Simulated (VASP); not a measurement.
# Ti12B in VASP: single point with PBE

Aim: the single point of Ti12B with PBE.

All numbers are computed with VASP 6.6.1; they aren't measurements. Logs are shortened: lines on timing, memory, paths and dates and some standing lists are left out, and cuts for length are marked.

## Step 1: The cell of the first run

The cell holds a slab with vacuum, 13 atoms: a = 5.900 Å, b = 5.900 Å, c = 15.685 Å, α = 90.00°, β = 90.00°, γ = 60.00°.

## Step 2: Single point, PBE

File INCAR:

```
SYSTEM = Ti12B
PREC     = Accurate       ! precision mode
ENCUT    = 520            ! plane-wave cutoff, eV
EDIFF    = 1E-6           ! SCF threshold, eV
ISMEAR   = -1             ! smearing method
SIGMA    = 0.05           ! smearing width, eV
LREAL    = .False.        ! projectors in reciprocal space
LASPH    = .True.         ! aspherical terms in the spheres
NELM     = 100            ! most SCF steps
ALGO     = Normal         ! electronic algorithm
ISIF     = 2              ! what is computed and relaxed
LWAVE    = .False.        ! write WAVECAR
LCHARG   = .True.         ! write CHGCAR
GGA      = PE             ! functional
LELF     = .True.         ! ELF
LVHAR    = .True.       
NBANDS   = 86             ! bands
```

File KPOINTS:

```
regular mesh
0
Gamma
  3 3 1
  0 0 0
```

File POSCAR:

```
Ti12B
1.0
    5.9000000000      0.0000000000      0.0000000000
    2.9500000000      5.1095500000      0.0000000000
    0.0000000000      0.0000000000     15.6846000000
Ti B
12 1
Direct
    0.0000000000      0.0000000000      0.0637568000
    0.5000000000      0.0000000000      0.0637568000
    0.0000000000      0.5000000000      0.0637568000
    0.5000000000      0.5000000000      0.0637568000
   -0.1663823206      0.3328767188      0.1961642822
    0.3383303804      0.3232681017      0.2048122398
   -0.1778343098      0.8390597325      0.2053989492
    0.3386804111      0.8390408932      0.2053283601
    0.0064302977     -0.0125833320      0.3490810666
    0.4994298917      0.0009896072      0.3586509485
    0.0055076828      0.5036514801      0.3482441697
    0.4913279619      0.5035491601      0.3481201455
    0.1694350949      0.6620468439      0.4340814227
```

Potentials or basis: VASP PAW PBE potentials, release 64 (Ti_sv, B).

Started as:

```bash
cat potpaw_PBE.64/Ti_sv/POTCAR potpaw_PBE.64/B/POTCAR > POTCAR
mpirun -np 1 vasp_std > vasp.out
```

OUTCAR:

```text
SYSTEM = Ti12B
   PREC = Accurate
   ENCUT = 520
   EDIFF = 1E-6
   ISMEAR = -1
   LREAL = .False.
   LASPH = .True.
   NELM = 100
   ISIF = 2
   GGA = PE

 ion  position               nearest neighbor table
   1  0.000  0.000  0.064-   5 2.68   8 2.82   7 2.82
   2  0.500  0.000  0.064-   6 2.76   8 2.76   7 2.77
   3  0.000  0.500  0.064-   5 2.69   6 2.81   7 2.82
   4  0.500  0.500  0.064-   5 2.69   6 2.81   8 2.82
   5  0.834  0.333  0.196-   1 2.68   3 2.69   4 2.69
   6  0.338  0.323  0.205-   2 2.76   3 2.81   4 2.81  12 2.82  11 2.82   7 2.86   8 2.86
   7  0.822  0.839  0.205-   2 2.77   1 2.82   3 2.82  11 2.82   9 2.82   8 2.85   6 2.86  10 2.91

   8  0.339  0.839  0.205-   2 2.76   1 2.82   4 2.82  12 2.82   9 2.82   7 2.85   6 2.86  10 2.92

   9  0.006  0.987  0.349-  13 2.13   8 2.82   7 2.82  11 2.86  12 2.86
  10  0.499  0.001  0.359-   7 2.91   8 2.92
  11  0.006  0.504  0.348-  13 2.13   6 2.82   7 2.82   9 2.86  12 2.87
  12  0.491  0.504  0.348-  13 2.13   6 2.82   8 2.82   9 2.86  11 2.87
  13  0.169  0.662  0.434-  12 2.13  11 2.13   9 2.13

  LATTYP: Found a hexagonal cell.
 ALAT       =     5.9000001019
 C/A-ratio  =     2.6584067337

  Lattice vectors:

 A1 = (  -2.9500000000,  -5.1095500000,   0.0000000000)
 A2 = (   5.9000000000,   0.0000000000,   0.0000000000)
 A3 = (   0.0000000000,   0.0000000000,  15.6846000000)

Analysis of symmetry for initial positions (statically):
=====================================================================
 Subroutine PRICEL returns:
 Original cell was already a primitive cell.

 Routine SETGRP: Setting up the symmetry group for a
 hexagonal supercell.

 Subroutine GETGRP returns: Found  1 space group operations
 (whereof  1 operations were pure point group operations)
 out of a pool of 24 trial point group operations.

The static configuration has the point symmetry C_1 .

Analysis of symmetry for dynamics (positions and initial velocities):
=====================================================================
 Subroutine PRICEL returns:
 Original cell was already a primitive cell.

 Routine SETGRP: Setting up the symmetry group for a
 hexagonal supercell.

 Subroutine GETGRP returns: Found  1 space group operations
 (whereof  1 operations were pure point group operations)
 out of a pool of 24 trial point group operations.

[... 112 lines left out ...]
   PSTRESS=    0.0 pullay stress
   NELECT =     147.0000    total number of electrons
   NUPDOWN=      -1.0000    fix difference up-down
   EMIN   =  10.00;   EMAX   =-10.00  energy-range for DOS
   EFERMI =   0.00;   METHOD = LEGACY
   ISMEAR =    -1;   SIGMA  =   0.05  broadening in eV -4-tet -1-fermi 0-gaus
   EFERMI_NEDOS =   21; number of points for ismear=-14 and -15
   IALGO  =     38    algorithm
   IMIX   =      4    mixing-type and parameters
     AMIX     =   0.40;   BMIX     =  1.00
     AMIX_MAG =   1.60;   BMIX_MAG =  1.00
  volume/ion in A,a.u.               =      36.37       245.45
  Fermi-wavevector in a.u.,A,eV,Ry     =   1.109033  2.095769 16.734551  1.229955
  Thomas-Fermi vector in A             =   2.245568
   LORBIT       =      0    0 simple, 1 ext, 2 COOP (PROOUT), +10 PAW based schemes
   GGA     = PE    functional components
   LHFCALC =     F    Hartree Fock is set to
   AEXX    =    0.0000 exact exchange contribution
   IVDW    =     0    specifies the selected vdW correction
   LEPSILON=     F    determine dielectric tensor
   LRPA    =     F    only Hartree local field effects (RPA)
 non-spin polarized calculation
  energy-cutoff  :      520.00
  volume of cell :      472.83
 maximum number of plane-waves:     12733
 NGX is ok and might be reduce to    48
   NGX = 21   NGY = 21   NGZ = 59

 number of electron     147.0000001 magnetization

 Free energy of the ion-electron system (eV)
  ---------------------------------------------------
  ext. energy  EPLUGINS =         0.00000000
  ---------------------------------------------------
  free energy    TOTEN  =       -92.35394907 eV

  energy without entropy =      -92.12626702  energy(sigma->0) =      -92.24010804

 E-fermi :   1.3077     XC(G=0):  -6.4609

 val. band max:        1.2216287560   @ k =  -0.3333   0.3333   0.0000
 cond. band min:       1.3167925917   @ k =   0.0000   0.0000   0.0000
 fundamental gap:      0.0951638357
 Fermi energy:         1.3077186395

 k-point     1 :       0.0000    0.0000    0.0000
  band No.  band energies     occupation
      1     -55.6728      2.00000
      2     -55.5745      2.00000
      3     -55.4994      2.00000
      4     -55.4985      2.00000
      5     -55.4923      2.00000
      6     -55.3380      2.00000
[... 429 lines left out ...]
     84       1.9963      0.00000
     85       2.2625      0.00000
 [bands above 85 left out]

------------------------ aborting loop because EDIFF is reached ----------------------------------------

  FORCE on cell =-STRESS in cart. coord.  units (eV):
  Direction    XX          YY          ZZ          XY          YZ          ZX
  --------------------------------------------------------------------------------------
  -------------------------------------------------------------------------------------
  Total       -4.0882959     -4.3138794     -0.1594562     -0.0128631      0.0109575     -0.0023496
  in kB      -13.8530307    -14.6174112     -0.5403112     -0.0435863      0.0371289     -0.0079615
  external PRESSURE =      -9.6702511 kB  Pullay stress =       0.0000000 kB

 VOLUME and BASIS-vectors are now :
 -----------------------------------------------------------------------------
  energy-cutoff  :      520.00
  volume of cell :      472.83
      direct lattice vectors                 reciprocal lattice vectors
     5.900000000  0.000000000  0.000000000     0.169491525 -0.097855976  0.000000000
     2.950000000  5.109550000  0.000000000     0.000000000  0.195711951  0.000000000
     0.000000000  0.000000000 15.684600000     0.000000000  0.000000000  0.063756806

 POSITION                                       TOTAL-FORCE (eV/Angst)
 -----------------------------------------------------------------------------------
      0.00000      0.00000      1.00000        -0.001382     -0.326204      0.030045
      2.95000      0.00000      1.00000         0.000627     -0.003391     -0.048080
      1.47500      2.55477      1.00000         0.265994      0.165571      0.014266
      4.42500      2.55477      1.00000        -0.265121      0.163491      0.012828
      5.90033      1.70085      3.07676        -0.000763      0.001899      0.053333
      2.94979      1.65175      3.21240         0.000795     -0.018197     -0.014711
      7.32600      4.28722      3.22160        -0.012941      0.007344     -0.019387
      4.47339      4.28712      3.22049         0.013559      0.006756     -0.019125
      2.95082      5.04525      5.47520        -0.000510      0.028179      0.001505
      2.94956      0.00506      5.62530        -0.000068      0.000387     -0.000891
      1.51827      2.57343      5.46207        -0.030522     -0.013853      0.001936
      4.38430      2.57291      5.46013         0.030526     -0.014526      0.002168
      2.95271      3.38276      6.80839        -0.000195      0.002544     -0.013888
 -----------------------------------------------------------------------------------
    total drift:                                0.000061      0.000027      0.000645

  FREE ENERGIE OF THE ION-ELECTRON SYSTEM (eV)
  ---------------------------------------------------
  free  energy   TOTEN  =       -92.3539490672 eV

  energy  without entropy=      -92.1262670194  energy(sigma->0) =      -92.24010804
```

stdout:

```text
POSCAR found type information on POSCAR TiB
 POSCAR found :  2 types and      13 ions
 scaLAPACK will be used
 LDA part: xc-table for (Slater+PW92), standard interpolation
 POSCAR, INCAR and KPOINTS ok, starting setup
 FFT: planning ... GRIDC
 FFT: planning ... GRID_SOFT
 FFT: planning ... GRID
 WAVECAR not read
 entering main loop
```

It took 11 min on 1 thread of Intel Xeon Platinum 8488C (Sapphire Rapids), shared host; peak memory 0.65 GiB.

What came out:

```yaml
Free_energy: -92.3539 eV
Largest_force: 0.328 eV/Å
```

Forces on the atoms (eV/Å):
```
Ti  -0.001 -0.326  0.030
Ti   0.001 -0.003 -0.048
Ti   0.266  0.166  0.014
Ti  -0.265  0.163  0.013
Ti  -0.001  0.002  0.053
Ti   0.001 -0.018 -0.015
Ti  -0.013  0.007 -0.019
Ti   0.014  0.007 -0.019
Ti  -0.001  0.028  0.002
Ti   0.000  0.000 -0.001
Ti  -0.031 -0.014  0.002
Ti   0.031 -0.015  0.002
B    0.000  0.003 -0.014
```

Levels at points of the mesh, in eV from the Fermi level:
```csv
k point,band 69,band 70,band 71,band 72,band 73,band 74,band 75,band 76
"(0.00, 0.00, 0.00)",-0.11,-0.09,0.01,0.27,0.29,0.29,0.67,0.67
```

Caveat: the k points lie up to 0.41 Å⁻¹ apart.
